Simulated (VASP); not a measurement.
# PbS (P-6m2) in VASP: a series of runs

The runs below take PbS through single point, relaxation of cell and atoms, with PBEsol+D4, PBEsol+D3(BJ).

Everything below comes from runs of VASP 6.6.1. Logs are shortened: lines on timing, memory, paths and dates and some standing lists are left out, and cuts for length are marked.

### 1 The cell of the first run

Symmetry: P-6m2, No. 187, hexagonal system. The conventional cell has a = 3.941 Å, b = 3.941 Å, c = 3.740 Å, α = 90.00°, β = 90.00°, γ = 120.00°. Pb (site symmetry -6m2) has 6 S at 2.95 Å and 8 Pb at 3.74 to 3.94 Å within 4.0 Å. Within 4.0 Å of S (site symmetry -6m2) lie 6 Pb at 2.95 Å and 8 S at 3.74 to 3.94 Å.

### 2 Single point, PBEsol+D4

File INCAR:

```
PREC = Accurate
ENCUT = 520
EDIFF = 1E-7
ISMEAR = -1
SIGMA = 0.05
LREAL = F
LASPH = T
NELM = 60
ALGO = Normal
ISIF = 2
LWAVE = F
LCHARG = F
GGA = PS
IVDW = 13
NBANDS = 17
```

File KPOINTS:

```
Automatic mesh
0
Gamma
  8 8 7
```

File POSCAR:

```
PbS
1.0
    3.9411733076      0.0000000000      0.0000000000
   -1.9705866538      3.4131562051      0.0000000000
    0.0000000000      0.0000000000      3.7396783060
Pb S
1 1
Direct
    0.0000000000      0.0000000000      0.0000000000
    0.6666666667      0.3333333333      0.5000000000
```

Potentials or basis: VASP PAW PBE potentials, release 64 (Pb_d, S).

Command:

```bash
cat potpaw_PBE.64/Pb_d/POTCAR potpaw_PBE.64/S/POTCAR > POTCAR
mpirun -np 1 vasp_std > vasp.out
```

OUTCAR:

```text
PREC = Accurate
   ENCUT = 520
   EDIFF = 1E-7
   ISMEAR = -1
   LREAL = F
   LASPH = T
   NELM = 60
   ISIF = 2
   GGA = PS
   IVDW = 13

 ion  position               nearest neighbor table
   1  0.000  0.000  0.000-   2 2.95   2 2.95   2 2.95   2 2.95   2 2.95   2 2.95
   2  0.667  0.333  0.500-   1 2.95   1 2.95   1 2.95   1 2.95   1 2.95   1 2.95

  LATTYP: Found a hexagonal cell.
 ALAT       =     3.9411733076
 C/A-ratio  =     0.9488743615

  Lattice vectors:

 A1 = (   3.9411733076,   0.0000000000,   0.0000000000)
 A2 = (  -1.9705866538,   3.4131562051,   0.0000000000)
 A3 = (   0.0000000000,   0.0000000000,   3.7396783060)

Analysis of symmetry for initial positions (statically):
=====================================================================
 Subroutine PRICEL returns:
 Original cell was already a primitive cell.

 Routine SETGRP: Setting up the symmetry group for a
 hexagonal supercell.

 Subroutine GETGRP returns: Found 12 space group operations
 (whereof 12 operations were pure point group operations)
 out of a pool of 24 trial point group operations.

The static configuration has the point symmetry D_3h.

Analysis of symmetry for dynamics (positions and initial velocities):
=====================================================================
 Subroutine PRICEL returns:
 Original cell was already a primitive cell.

 Routine SETGRP: Setting up the symmetry group for a
 hexagonal supercell.

 Subroutine GETGRP returns: Found 12 space group operations
 (whereof 12 operations were pure point group operations)
 out of a pool of 24 trial point group operations.

The dynamic configuration has the point symmetry D_3h.

 Subroutine INISYM returns: Found 12 space group operations
 (whereof 12 operations are pure point group operations),
 and found     1 'primitive' translations

----------------------------------------------------------------------------------------

                                     Primitive cell

  volume of cell :      50.3056

  direct lattice vectors                    reciprocal lattice vectors
     3.941173308  0.000000000  0.000000000     0.253731547  0.146491977  0.000000000
    -1.970586654  3.413156205  0.000000000     0.000000000  0.292983954  0.000000000
     0.000000000  0.000000000  3.739678306     0.000000000  0.000000000  0.267402680

  length of vectors
     3.941173308  3.941173308  3.739678306     0.292983954  0.292983954  0.267402680

[... 79 lines left out ...]
   NELM   =     60;   NELMIN=  2; NELMDL= -5     # of ELM steps
   EDIFF  = 0.1E-06   stopping-criterion for ELM
   LREAL  =      F    real-space projection
   EDIFFG = 0.1E-05   stopping-criterion for IOM
   NSW    =      0    number of steps for IOM
   IBRION =     -1    ionic relax: 0-MD 1-quasi-New 2-CG
   NFREE  =      0    steps in history (QN), initial steepest desc. (CG)
   ISIF   =      2    stress and relaxation
   ISYM   =      2    0-nonsym 1-usesym 2-fastsym
   POTIM  = 0.5000    time-step for ionic-motion
   TEBEG  =    0.0;   TEEND  =   0.0 temperature during run
   PSTRESS=    0.0 pullay stress
   NELECT =      20.0000    total number of electrons
   NUPDOWN=      -1.0000    fix difference up-down
   EMIN   =  10.00;   EMAX   =-10.00  energy-range for DOS
   EFERMI =   0.00;   METHOD = LEGACY
   ISMEAR =    -1;   SIGMA  =   0.05  broadening in eV -4-tet -1-fermi 0-gaus
   EFERMI_NEDOS =   21; number of points for ismear=-14 and -15
   IALGO  =     38    algorithm
   IMIX   =      4    mixing-type and parameters
     AMIX     =   0.40;   BMIX     =  1.00
     AMIX_MAG =   1.60;   BMIX_MAG =  1.00
  volume/ion in A,a.u.               =      25.15       169.74
  Fermi-wavevector in a.u.,A,eV,Ry     =   1.203777  2.274809 19.715930  1.449080
  Thomas-Fermi vector in A             =   2.339521
   LORBIT       =      0    0 simple, 1 ext, 2 COOP (PROOUT), +10 PAW based schemes
   GGA     = PS    functional components
   LHFCALC =     F    Hartree Fock is set to
   AEXX    =    0.0000 exact exchange contribution
   IVDW    =    13    specifies the selected vdW correction
   LEPSILON=     F    determine dielectric tensor
   LRPA    =     F    only Hartree local field effects (RPA)
 non-spin polarized calculation
  energy-cutoff  :      520.00
  volume of cell :       50.31
 maximum number of plane-waves:      1376
 NGX is ok and might be reduce to    30
   NGX = 15   NGY = 15   NGZ = 13

 number of electron      20.0000005 magnetization

 Free energy of the ion-electron system (eV)
  ---------------------------------------------------
  ext. energy  EPLUGINS =         0.00000000
  ---------------------------------------------------
  free energy    TOTEN  =        -9.20621803 eV

  energy without entropy =       -9.20366607  energy(sigma->0) =       -9.20494205

 E-fermi :   5.8157     XC(G=0): -10.0578

 val. band max:        5.7752837619   @ k =   0.3750   0.2500   0.4286
 cond. band min:       5.9169467734   @ k =   0.0000   0.0000   0.4286
 fundamental gap:      0.1416630115
 Fermi energy:         5.8156847851

 k-point     1 :       0.0000    0.0000    0.0000
  band No.  band energies     occupation
      1     -10.8166      2.00000
      2     -10.7859      2.00000
      3     -10.7859      2.00000
      4     -10.6643      2.00000
      5     -10.6643      2.00000
      6      -7.7498      2.00000
[... 457 lines left out ...]
      4     -10.6997      2.00000
      5     -10.6762      2.00000
      6      -6.1739      2.00000
[... 9 lines left out ...]
     16      16.7007      0.00000
     17      18.4817      0.00000

 [... further k-points ...]

------------------------ aborting loop because EDIFF is reached ----------------------------------------

  DFT-D4 for vdW energy calculation

  Edisp (eV):   -0.45239

  FORCE on cell =-STRESS in cart. coord.  units (eV):
  Direction    XX          YY          ZZ          XY          YZ          ZX
  --------------------------------------------------------------------------------------
  -------------------------------------------------------------------------------------
  Total      -0.01582    -0.01582    -0.01823    -0.00000     0.00000    -0.00000
  in kB      -0.50370    -0.50370    -0.58063    -0.00000     0.00000    -0.00000
  external pressure =       -0.53 kB  Pullay stress =        0.00 kB

 VOLUME and BASIS-vectors are now :
 -----------------------------------------------------------------------------
  energy-cutoff  :      520.00
  volume of cell :       50.31
      direct lattice vectors                 reciprocal lattice vectors
     3.941173308  0.000000000  0.000000000     0.253731547  0.146491977  0.000000000
    -1.970586654  3.413156205  0.000000000     0.000000000  0.292983954  0.000000000
     0.000000000  0.000000000  3.739678306     0.000000000  0.000000000  0.267402680

 POSITION                                       TOTAL-FORCE (eV/Angst)
 -----------------------------------------------------------------------------------
      0.00000      0.00000      0.00000         0.000000      0.000000      0.000000
      1.97059      1.13772      1.86984        -0.000000      0.000000      0.000000
 -----------------------------------------------------------------------------------
    total drift:                               -0.000000      0.000000      0.000000

  FREE ENERGIE OF THE ION-ELECTRON SYSTEM (eV)
  ---------------------------------------------------
  free  energy   TOTEN  =        -9.6586127621 eV

  energy  without entropy=       -9.6560608037  energy(sigma->0) =       -9.65733678
```

OSZICAR:

```text
N       E                     dE             d eps       ncg     rms          rms(c)
DAV:   1     0.157642905919E+03    0.15764E+03   -0.98069E+03  1360   0.126E+03
DAV:   2     0.218674473072E+01   -0.15546E+03   -0.14952E+03  1462   0.313E+02
DAV:   3    -0.939172935890E+01   -0.11578E+02   -0.11435E+02  1769   0.912E+01
DAV:   4    -0.965956538826E+01   -0.26784E+00   -0.26760E+00  1724   0.152E+01
DAV:   5    -0.966960592858E+01   -0.10041E-01   -0.10040E-01  2004   0.288E+00    0.485E+00
DAV:   6    -0.921684406470E+01    0.45276E+00   -0.12190E+00  2160   0.847E+00    0.327E+00
DAV:   7    -0.920911513562E+01    0.77289E-02   -0.11205E-01  1685   0.180E+00    0.169E+00
DAV:   8    -0.920636827192E+01    0.27469E-02   -0.11340E-02  1678   0.102E+00    0.103E-01
DAV:   9    -0.920615027999E+01    0.21799E-03   -0.18716E-03  2156   0.338E-01    0.893E-02
DAV:  10    -0.920621987550E+01   -0.69596E-04   -0.17106E-04  1542   0.812E-02    0.399E-02
DAV:  11    -0.920621790562E+01    0.19699E-05   -0.18479E-05  1901   0.439E-02    0.953E-03
DAV:  12    -0.920621812638E+01   -0.22077E-06   -0.15388E-06  1787   0.165E-02    0.340E-03
DAV:  13    -0.920621803099E+01    0.95396E-07   -0.17189E-07  1440   0.306E-03
   1 F= -.96586128E+01 E0= -.96573368E+01  d E =-.255196E-02
```

Run time: 25 s. Hardware: 1 thread of Intel Xeon Platinum 8488C (Sapphire Rapids), shared host; peak memory 0.18 GiB.

What came out:

```yaml
Free_energy: -9.6586 eV
Pressure: -0.1 GPa
Band_gap_on_the_k_mesh: zero (bands 10 and 11 overlap by 0.28 eV)
Dispersion_energy_per_atom: -0.226 eV
```

Caveat: semilocal functionals underestimate gaps, so a narrow gap can read as zero; the PAW data sets were made with another functional, which shifts forces and pressure a little; spin-orbit coupling is left out, which moves the levels of the heavy elements.

(Part 1 of 2 ends here.)
